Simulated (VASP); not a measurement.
# Zr (P6_3/mmc) in VASP: notebook

The runs below take Zr through single point, relaxation of cell and atoms, with pbe exchange, lda correlation.

Program: VASP 6.6.1. These are calculated values, not measurements. Logs are shortened: lines on timing, memory, paths and dates and some standing lists are left out, and cuts for length are marked.

## (1) The cell of the first run

Symmetry: P6_3/mmc, No. 194, hexagonal system. Conventional cell: a = 3.287 Å, b = 3.287 Å, c = 5.286 Å, α = 90.00°, β = 90.00°, γ = 120.00°. Within 4.3 Å of Zr (site symmetry -6m2) lie 12 Zr at 3.25 to 3.29 Å.

## (2) Single point, pbe exchange, lda correlation

File INCAR:

```
  PREC = Accurate
  ENCUT = 500
  EDIFF = 1E-6
  ISMEAR = 0
  SIGMA = 0.05
  LREAL = F
  LASPH = T
  NELM = 120
  ALGO = Normal
  ISIF = 2
  LWAVE = F
  LCHARG = F
  GGA = LIBXC
  LIBXC1 = GGA_X_PBE
  LIBXC2 = LDA_C_PW
  NBANDS = 19
  GGA_COMPAT = F
```

File KPOINTS:

```
regular mesh
0
Gamma
  9 9 5
```

File POSCAR:

```
Zr
1.0
    3.2872666916      0.0000000000      0.0000000000
   -1.6436333458      2.8468564640      0.0000000000
    0.0000000000      0.0000000000      5.2860384160
Zr
2
Direct
    0.3333333333      0.6666666667      0.2500000000
    0.6666666667      0.3333333333      0.7500000000
```

Potentials or basis: VASP PAW PBE potentials, release 64 (Zr_sv).

Started as:

```bash
cat potpaw_PBE.64/Zr_sv/POTCAR > POTCAR
mpirun -np 1 vasp_std > vasp.out
```

OUTCAR:

```text
PREC = Accurate
   ENCUT = 500
   EDIFF = 1E-6
   ISMEAR = 0
   LREAL = F
   LASPH = T
   NELM = 120
   ISIF = 2
   GGA = LIBXC

 ion  position               nearest neighbor table
   1  0.333  0.667  0.250-   2 3.25   2 3.25   2 3.25   2 3.25   2 3.25   2 3.25
   2  0.667  0.333  0.750-   1 3.25   1 3.25   1 3.25   1 3.25   1 3.25   1 3.25

  LATTYP: Found a hexagonal cell.
 ALAT       =     3.2872666916
 C/A-ratio  =     1.6080345503

  Lattice vectors:

 A1 = (   3.2872666916,   0.0000000000,   0.0000000000)
 A2 = (  -1.6436333458,   2.8468564640,   0.0000000000)
 A3 = (   0.0000000000,   0.0000000000,   5.2860384160)

Analysis of symmetry for initial positions (statically):
=====================================================================
 Subroutine PRICEL returns:
 Original cell was already a primitive cell.

 Routine SETGRP: Setting up the symmetry group for a
 hexagonal supercell.

 Subroutine GETGRP returns: Found 24 space group operations
 (whereof 12 operations were pure point group operations)
 out of a pool of 24 trial point group operations.

The static configuration has the point symmetry D_3d.
 The point group associated with its full space group is D_6h.

Analysis of symmetry for dynamics (positions and initial velocities):
=====================================================================
 Subroutine PRICEL returns:
 Original cell was already a primitive cell.

 Routine SETGRP: Setting up the symmetry group for a
 hexagonal supercell.

 Subroutine GETGRP returns: Found 24 space group operations
 (whereof 12 operations were pure point group operations)
 out of a pool of 24 trial point group operations.

The dynamic configuration has the point symmetry D_3d.
 The point group associated with its full space group is D_6h.

 Subroutine INISYM returns: Found 24 space group operations
 (whereof 12 operations are pure point group operations),
 and found     1 'primitive' translations

----------------------------------------------------------------------------------------

                                     Primitive cell

  volume of cell :      49.4687

  direct lattice vectors                    reciprocal lattice vectors
     3.287266692  0.000000000  0.000000000     0.304204098  0.175632318  0.000000000
    -1.643633346  2.846856464  0.000000000     0.000000000  0.351264636  0.000000000
     0.000000000  0.000000000  5.286038416     0.000000000  0.000000000  0.189177588

  length of vectors
     3.287266692  3.287266692  5.286038416     0.351264636  0.351264636  0.189177588

  position of ions in fractional coordinates (direct lattice)
     0.333333333  0.666666667  0.250000000
     0.666666667  0.333333333  0.750000000

  ion indices of the primitive-cell ions
   primitive index   ion index
                 1           1
                 2           2

----------------------------------------------------------------------------------------

 KPOINTS: regular mesh

Automatic generation of k-mesh.
 Grid dimensions read from file:
 generate k-points for:    9    9    5

 Generating k-lattice:

  Cartesian coordinates                     Fractional coordinates (reciprocal lattice)
     0.033800455  0.019514702  0.000000000     0.111111111  0.000000000  0.000000000
     0.000000000  0.039029404  0.000000000     0.000000000  0.111111111  0.000000000
     0.000000000  0.000000000  0.037835518     0.000000000  0.000000000  0.200000000

  Length of vectors
     0.039029404  0.039029404  0.037835518

  Shift w.r.t. Gamma in fractional coordinates (k-lattice)
     0.000000000  0.000000000  0.000000000

 Subroutine IBZKPT returns following result:
 ===========================================

 Found     36 irreducible k-points:

 Following reciprocal coordinates:
            Coordinates               Weight
  0.000000  0.000000  0.000000      1.000000
  0.111111  0.000000  0.000000      6.000000
  0.222222  0.000000  0.000000      6.000000
  0.333333  0.000000  0.000000      6.000000
  0.444444  0.000000  0.000000      6.000000
  0.111111  0.111111  0.000000      6.000000
[... 16 lines left out ...]
  0.333333  0.222222  0.200000     24.000000
  0.333333  0.333333  0.200000      4.000000
 [... further k-points ...]
   k-points           NKPTS =     36   k-points in BZ     NKDIM =     36   number of bands    NBANDS=     19
   number of dos      NEDOS =    301   number of ions     NIONS =      2
   total plane-waves  NPLWV =  23040
   dimension x,y,z NGX =    24 NGY =   24 NGZ =   40
   dimension x,y,z NGXF=    48 NGYF=   48 NGZF=   80
   ions per type =               2
   NGX,Y,Z   is equivalent  to a cutoff of  12.14, 12.14, 12.58 a.u.
   NGXF,Y,Z  is equivalent  to a cutoff of  24.27, 24.27, 25.16 a.u.
 SYSTEM =  unknown system
   PREC   = accura    normal or accurate (medium, high low for compatibility)
   ISTART =      0    job   : 0-new  1-cont  2-samecut
   ICHARG =      2    charge: 1-file 2-atom 10-const
   ISPIN  =      1    spin polarized calculation?
   LNONCOLLINEAR =      F non collinear calculations
   LSORBIT =      F    spin-orbit coupling
   LASPH  =      T    aspherical Exc in radial PAW
   ENCUT  =  500.0 eV  36.75 Ry    6.06 a.u.   5.99  5.99  9.64*2*pi/ulx,y,z
   NELM   =    120;   NELMIN=  2; NELMDL= -5     # of ELM steps
   EDIFF  = 0.1E-05   stopping-criterion for ELM
   LREAL  =      F    real-space projection
   EDIFFG = 0.1E-04   stopping-criterion for IOM
   NSW    =      0    number of steps for IOM
   IBRION =     -1    ionic relax: 0-MD 1-quasi-New 2-CG
   NFREE  =      0    steps in history (QN), initial steepest desc. (CG)
   ISIF   =      2    stress and relaxation
   ISYM   =      2    0-nonsym 1-usesym 2-fastsym
   POTIM  = 0.5000    time-step for ionic-motion
   TEBEG  =    0.0;   TEEND  =   0.0 temperature during run
   PSTRESS=    0.0 pullay stress
   NELECT =      24.0000    total number of electrons
   NUPDOWN=      -1.0000    fix difference up-down
   EMIN   =  10.00;   EMAX   =-10.00  energy-range for DOS
   EFERMI =   0.00;   METHOD = LEGACY
   ISMEAR =     0;   SIGMA  =   0.05  broadening in eV -4-tet -1-fermi 0-gaus
   EFERMI_NEDOS =   21; number of points for ismear=-14 and -15
   IALGO  =     38    algorithm
   IMIX   =      4    mixing-type and parameters
     AMIX     =   0.40;   BMIX     =  1.00
     AMIX_MAG =   1.60;   BMIX_MAG =  1.00
  volume/ion in A,a.u.               =      24.73       166.92
  Fermi-wavevector in a.u.,A,eV,Ry     =   1.286377  2.430900 22.514459  1.654766
  Thomas-Fermi vector in A             =   2.418455
   LORBIT       =      0    0 simple, 1 ext, 2 COOP (PROOUT), +10 PAW based schemes
   GGA     = LIBXC    functional components
   LHFCALC =     F    Hartree Fock is set to
   AEXX    =    0.0000 exact exchange contribution
   IVDW    =     0    specifies the selected vdW correction
   LEPSILON=     F    determine dielectric tensor
   LRPA    =     F    only Hartree local field effects (RPA)
 non-spin polarized calculation
 Gauss-broadening in eV      SIGMA  =   0.05
  energy-cutoff  :      500.00
  volume of cell :       49.47
 maximum number of plane-waves:      1269
 NGX is ok and might be reduce to    24
   NGX = 11   NGY = 11   NGZ = 19

 number of electron      24.0000000 magnetization

 Free energy of the ion-electron system (eV)
  ---------------------------------------------------
  ext. energy  EPLUGINS =         0.00000000
  ---------------------------------------------------
  free energy    TOTEN  =       -14.12676495 eV

  energy without entropy =      -14.12412545  energy(sigma->0) =      -14.12544520

 E-fermi :   8.4285     XC(G=0): -10.6500

 val. band max:        8.4202315477   @ k =   0.1111   0.0000   0.4000
 cond. band min:       8.4612955153   @ k =   0.2222   0.2222   0.4000
 fundamental gap:      0.0410639676
 Fermi energy:         8.4284870636

 k-point     1 :       0.0000    0.0000    0.0000
  band No.  band energies     occupation
      1     -40.7627      2.00000
      2     -40.6499      2.00000
      3     -19.1494      2.00000
      4     -18.4473      2.00000
      5     -18.4473      2.00000
      6     -18.3590      2.00000
[... 11 lines left out ...]
     18      10.4023      0.00000
     19      12.4219      0.00000

 k-point     2 :       0.1111    0.0000    0.0000
  band No.  band energies     occupation
      1     -40.7521      2.00000
      2     -40.6452      2.00000
      3     -19.1196      2.00000
      4     -18.5140      2.00000
      5     -18.4688      2.00000
      6     -18.4068      2.00000
[... 11 lines left out ...]
     18      10.1524      0.00000
     19      12.5885      0.00000

 k-point     3 :       0.2222    0.0000    0.0000
  band No.  band energies     occupation
      1     -40.7241      2.00000
      2     -40.6343      2.00000
      3     -19.0374      2.00000
      4     -18.6827      2.00000
      5     -18.5744      2.00000
      6     -18.5205      2.00000
[... 11 lines left out ...]
     18      10.8501      0.00000
     19      12.8610      0.00000

 k-point     4 :       0.3333    0.0000    0.0000
  band No.  band energies     occupation
      1     -40.6895      2.00000
      2     -40.6245      2.00000
      3     -18.9247      2.00000
      4     -18.8741      2.00000
      5     -18.7553      2.00000
      6     -18.5764      2.00000
[... 11 lines left out ...]
     18      11.9434      0.00000
     19      13.0378      0.00000

 k-point     5 :       0.4444    0.0000    0.0000
  band No.  band energies     occupation
      1     -40.6631      2.00000
      2     -40.6217      2.00000
      3     -18.9979      2.00000
      4     -18.8687      2.00000
      5     -18.8245      2.00000
      6     -18.6117      2.00000
[... 11 lines left out ...]
     18      13.1096      0.00000
     19      13.1536      0.00000
[... 334 lines left out ...]
      2     -40.6254      2.00000
      3     -19.0368      2.00000
      4     -18.9251      2.00000
      5     -18.7295      2.00000
      6     -18.6188      2.00000
[... 11 lines left out ...]
     18      12.9757      0.00000
     19      13.8039      0.00000

 k-point    22 :       0.2222    0.2222    0.2000
  band No.  band energies     occupation
      1     -40.6677      2.00000
      2     -40.6267      2.00000
      3     -18.9449      2.00000
      4     -18.8779      2.00000
      5     -18.7091      2.00000
      6     -18.6571      2.00000
[... 11 lines left out ...]
     18      12.6307      0.00000
     19      13.4246      0.00000

 k-point    23 :       0.3333    0.2222    0.2000
  band No.  band energies     occupation
      1     -40.6463      2.00000
      2     -40.6256      2.00000
      3     -18.9643      2.00000
      4     -18.8955      2.00000
      5     -18.7662      2.00000
      6     -18.6525      2.00000
[... 11 lines left out ...]
     18      12.9254      0.00000
     19      14.3502      0.00000

 k-point    24 :       0.3333    0.3333    0.2000
  band No.  band energies     occupation
      1     -40.6321      2.00000
      2     -40.6321      2.00000
      3     -18.8797      2.00000
      4     -18.8743      2.00000
      5     -18.8743      2.00000
      6     -18.6812      2.00000
[... 11 lines left out ...]
     18      12.3343      0.00000
     19      14.7226      0.00000

 [... further k-points ...]
[... 5 lines left out ...]
  --------------------------------------------------------------------------------------
  -------------------------------------------------------------------------------------
  Total       -0.0114732     -0.0114732     -0.0149313      0.0000000     -0.0000000      0.0000000
  in kB       -0.3715892     -0.3715892     -0.4835910      0.0000000     -0.0000000      0.0000000
  external PRESSURE =      -0.4089231 kB  Pullay stress =       0.0000000 kB

 VOLUME and BASIS-vectors are now :
 -----------------------------------------------------------------------------
  energy-cutoff  :      500.00
  volume of cell :       49.47
      direct lattice vectors                 reciprocal lattice vectors
     3.287266692  0.000000000  0.000000000     0.304204098  0.175632318  0.000000000
    -1.643633346  2.846856464  0.000000000     0.000000000  0.351264636  0.000000000
     0.000000000  0.000000000  5.286038416     0.000000000  0.000000000  0.189177588

 POSITION                                       TOTAL-FORCE (eV/Angst)
 -----------------------------------------------------------------------------------
     -0.00000      1.89790      1.32151         0.000000     -0.000000      0.000000
      1.64363      0.94895      3.96453        -0.000000      0.000000      0.000000
 -----------------------------------------------------------------------------------
    total drift:                               -0.000000      0.000000     -0.000000

  FREE ENERGIE OF THE ION-ELECTRON SYSTEM (eV)
  ---------------------------------------------------
  free  energy   TOTEN  =       -14.1267649509 eV

  energy  without entropy=      -14.1241254454  energy(sigma->0) =      -14.12544520
```

Run time: 13 s. Hardware: 1 thread of Intel Xeon Platinum 8488C (Sapphire Rapids), shared host; peak memory 0.17 GiB.

Results:

```
Free energy            : -14.1268 eV
Pressure               : 0.0 GPa
Band gap on the k mesh : zero (bands 12 and 13 overlap by 1.08 eV)
```

Levels at points of the mesh, in eV from the Fermi level:
| k point | band 8 | band 9 | band 10 | band 11 | band 12 | band 13 | band 14 | band 15 | band 16 | band 17 |
| --- | --- | --- | --- | --- | --- | --- | --- | --- | --- | --- |
| (0.00, 0.00, 0.00) | -26.77 | -5.41 | -2.87 | 0.77 | 0.77 | 0.81 | 1.03 | 1.37 | 1.37 | 1.97 |

Caveat: the PAW data sets were made with another functional, which shifts forces and pressure a little.

## (3) Relaxation of cell and atoms, pbe exchange, lda correlation

This run uses another cell than the first one, of 23.28 Å³/atom.

File INCAR:

```
SYSTEM = Zr
PREC = Accurate
ENCUT = 500
EDIFF = 1E-7
ISMEAR = 0
SIGMA = 0.05
LREAL = .False.
LASPH = .True.
NELM = 120
ALGO = Normal
ISIF = 3
LWAVE = .False.
LCHARG = .False.
GGA = LIBXC
LIBXC1 = GGA_X_PBE
LIBXC2 = LDA_C_PW
IBRION = 2
NSW = 80
EDIFFG = -0.03
GGA_COMPAT = .False.
NELMIN = 4
```

File KPOINTS:

```
Automatic mesh
0
Gamma
  9 9 5
  0 0 0
```

File POSCAR:

```
Zr
1.0
    3.2320000000      0.0000000000      0.0000000000
   -1.6160000000      2.7989941050      0.0000000000
    0.0000000000      0.0000000000      5.1470000000
Zr
2
Direct
    0.3333330000      0.6666670000      0.2500000000
    0.6666670000      0.3333330000      0.7500000000
```

Potentials or basis: VASP PAW PBE potentials, release 64 (Zr_sv).

Started as:

```bash
cat potpaw_PBE.64/Zr_sv/POTCAR > POTCAR
mpirun -np 1 vasp_std > vasp.out
```

Run time: 50 s. Hardware: 1 thread of Intel Xeon Platinum 8488C (Sapphire Rapids), shared host; peak memory 0.17 GiB.

It converged, with:

```yaml
Free_energy: -14.1264 eV
Relaxed_volume: 24.72 Å³/atom
Relaxed_cell: a = 3.287 Å, b = 3.287 Å, c = 5.284 Å, α = 90.00°, β = 90.00°, γ = 120.00°
Space_group_after_relaxing_to_0.1_Å: P6_3/mmc (No. 194)
Energy_gained_by_relaxing: 25.4 meV/atom
Ionic_steps: 6
Pressure_after_relaxing: 0.1 GPa
Band_gap_on_the_k_mesh: zero (bands 12 and 13 overlap by 1.08 eV)
```

Step by step:
```tsv
step	energy change (eV)	largest force (eV/Å)	pressure (GPa)	volume (Å³)
1	0.0000	0.0000	5.72	46.56
2	-0.0083	0.0000	-4.46	52.39
3	-0.0505	0.0000	-0.06	49.51
4	-0.0505	0.0000	0.04	49.45
5	-0.0507	0.0000	0.05	49.44
6	-0.0508	0.0000	0.05	49.43
```

Final structure:
```xyz
2
Lattice="3.2866 0.0000 0.0000 -1.6433 2.8463 0.0000 0.0000 0.0000 5.2843" Properties=species:S:1:pos:R:3 pbc="T T T"
Zr    0.0000    1.8975    1.3211
Zr    1.6433    0.9488    3.9632
```

Levels at points of the mesh, in eV from the Fermi level:
| k point | band 9 | band 10 | band 11 | band 12 | band 13 | band 14 | band 15 | band 16 |
| --- | --- | --- | --- | --- | --- | --- | --- | --- |
| (0.00, 0.00, 0.00) | -5.42 | -2.87 | 0.77 | 0.77 | 0.81 | 1.04 | 1.37 | 1.37 |

Caveat: the PAW data sets were made with another functional, which shifts forces and pressure a little. Zero-point motion and thermal expansion aren't in these numbers.

The gap in the log of VASP goes by the Fermi energy; the results here count the filled bands.